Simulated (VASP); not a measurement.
A run of VASP 6.6.1 is set up as follows.

The input INCAR:

```
  ALGO = Normal
  EDIFF = 1E-6
  ENCUT = 700
  GGA_COMPAT = F
  ISIF = 2
  ISMEAR = 0
  LASPH = T
  LCHARG = F
  LREAL = F
  LWAVE = F
  NBANDS = 22
  NELM = 120
  PREC = Accurate
  SIGMA = 0.05
```

Contents of KPOINTS:

```
k-points
0
Gamma
  12 12 6
```

The input POSCAR:

```
NiO2
1.0
    2.8038519370      0.0000000000      0.0000000000
   -1.4019259685      2.4282070059      0.0000000000
    0.0000000000      0.0000000000      4.0838103463
Ni O
1 2
Direct
    0.0000000000      0.0000000000      0.5000000000
    0.6666666667      0.3333333333      0.7423978784
    0.3333333333      0.6666666667      0.2576021216
```

Potentials or basis: VASP PAW LDA potentials, release 64 (Ni_sv_GW, O).

The run is started by

```console
$ cat potpaw_LDA.64/Ni_sv_GW/POTCAR potpaw_LDA.64/O/POTCAR > POTCAR
$ mpirun -np 1 vasp_std > vasp.out
```

**Question.** Estimate the band gap on the k mesh.

**Answer.** 0.52 eV (least direct gap 0.66 eV).

**Question.** What does it give for the pressure?

**Answer.** -15.8 GPa.

**Question.** What does it give for the largest force?

**Answer.** 1.529 eV/Å.

Forces in eV/Å, atoms in the order of the input:
```
Ni   0.000  0.000  0.000
O    0.000  0.000 -1.529
O    0.000  0.000  1.529
```

Caveat: the cell stands under tension; the run has no spin polarisation, though such a crystal can be magnetic; forces of over 1 eV/Å act on the atoms, so gaps and moduli don't describe the material at rest. A k mesh can miss the band edges.
